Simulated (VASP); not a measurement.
AlC, 4 atoms in the cell. The typed cell holds 4 atoms: a = 2.989 Å, b = 2.989 Å, c = 4.362 Å, α = 90.00°, β = 90.00°, γ = 90.00°. 

* Program: VASP 6.6.1
* Task: single point
* Functional: PBE
* Potentials or basis: VASP PAW PBE potentials, release 64 (Al, C)
* Cutoff: 600 eV
* k mesh: 5 × 5 × 5
* Occupations: gaussian, width 0.2 eV
* Spin: no spin polarisation
* Dipole correction: no
* Further INCAR settings: ALGO = Normal; EDIFF = 1e-06; NBANDS = 15

Potentials or basis: VASP PAW PBE potentials, release 64 (Al, C).

Run with:

```bash
$ cat potpaw_PBE.64/Al/POTCAR potpaw_PBE.64/C/POTCAR > POTCAR
$ mpirun -np 1 vasp_std > vasp.out
```

Hardware: 1 thread of Intel Xeon 6975P-C, on a shared host.

Estimate the wall time of this run.

Run time: 8.3 s on 1 thread of Intel Xeon 6975P-C (shared host), peak memory 0.15 GiB. Counts: scf iterations 13, k points 18.
